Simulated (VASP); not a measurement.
Here is a VASP 6.6.1 calculation.

Contents of INCAR:

```
SYSTEM = ZnCd7S8
PREC = Accurate
ENCUT = 520
EDIFF = 1E-6
ISMEAR = 0
SIGMA = 0.1
LREAL = Auto
LASPH = .True.
NELM = 80
ALGO = Normal
ISIF = 2
LWAVE = .False.
LCHARG = .False.
GGA = PS
NBANDS = 86
```

The input KPOINTS:

```
regular mesh
0
Gamma
  4 3 3
  0 0 0
```

The input POSCAR:

```
ZnCd7S8
1.0
    0.0000000000      0.0000000000     -6.6701763600
    4.1088365600      7.1167136800      0.0000000000
    4.1088365600     -7.1167136800      0.0000000000
Zn Cd S
1 7 8
Direct
    0.0000000000      0.1666666700      0.3333333300
    0.0000000000      0.1666666700      0.8333333300
    0.0000000000      0.6666666700      0.3333333300
    0.0000000000      0.6666666700      0.8333333300
    0.5000000000      0.3333333300      0.6666666700
    0.5000000000      0.3333333300      0.1666666700
    0.5000000000      0.8333333300      0.6666666700
    0.5000000000      0.8333333300      0.1666666700
    0.6250000000      0.1666666700      0.3333333300
    0.6250000000      0.1666666700      0.8333333300
    0.6250000000      0.6666666700      0.3333333300
    0.6250000000      0.6666666700      0.8333333300
    0.1250000000      0.3333333300      0.6666666700
    0.1250000000      0.3333333300      0.1666666700
    0.1250000000      0.8333333300      0.6666666700
    0.1250000000      0.8333333300      0.1666666700
```

Potentials or basis: VASP PAW PBE potentials, release 64 (Zn, Cd, S).

Run with:

```sh
$ cat potpaw_PBE.64/Zn/POTCAR potpaw_PBE.64/Cd/POTCAR potpaw_PBE.64/S/POTCAR > POTCAR
$ mpirun -np 1 vasp_std > vasp.out
```

(1) Predict the pressure.

(2) Predict the band gap on the k mesh.

(3) Estimate the largest force.

## Answers

(1) -0.2 GPa.

(2) 1.13 eV.

(3) 1.038 eV/Å.

Caveat: the PAW data sets were made with another functional, which shifts forces and pressure a little.
